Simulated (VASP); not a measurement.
Write the native input for VASP 6.6.1 that does the following.

| Item | Value |
| --- | --- |
| Task | single point |
| Functional | revPBE |
| Potentials or basis | VASP PAW PBE potentials, release 64 (Mo_sv) |
| Cutoff | 520 eV |
| k mesh | 23 × 23 × 23 |
| Occupations | fermi-dirac, width 0.1 eV |
| Spin | no spin polarisation |
| Dipole correction | no |
| Further INCAR settings | ALGO = Normal; EDIFF = 1e-06; NBANDS = 13 |

The structure of Mo lies in POSCAR:

```
Mo
1.0
   -1.5202726355      1.5202726355      1.5202726355
    1.5202726355     -1.5202726355      1.5202726355
    1.5202726355      1.5202726355     -1.5202726355
Mo
1
Direct
    0.0000000000      0.0000000000      0.0000000000
```

This cell differs from its parent crystal: volume scaled by 0.88.

One way to write it, as run:

INCAR

```
SYSTEM = Mo
PREC = Accurate ; ENCUT = 520
EDIFF = 1E-6 ; ISMEAR = -1
SIGMA = 0.1 ; LREAL = .False.
LASPH = .True. ; NELM = 60
ALGO = Normal ; ISIF = 2
LWAVE = .False. ; LCHARG = .True.
GGA = RE ; LELF = .True.
LVHAR = .True. ; NBANDS = 13
```

KPOINTS

```
Automatic mesh
0
Gamma
  23 23 23
  0 0 0
```

Potentials or basis: VASP PAW PBE potentials, release 64 (Mo_sv).

Launch:

```console
$ cat potpaw_PBE.64/Mo_sv/POTCAR > POTCAR
$ mpirun -np 1 vasp_std > vasp.out
```

It gave:

The pressure is 42.1 GPa. The band gap on the k mesh is zero (band 7 reaches 18.89 eV, above the bottom of band 8 at 12.84 eV).

Caveat: the PAW data sets were made with another functional, which shifts forces and pressure a little.

Wall time 65 s on 1 thread of Intel(R) Xeon(R) Platinum 8259CL CPU @ 2.50GHz (Skylake/Cascade Lake), with other jobs on the host, peak memory 0.18 GiB.
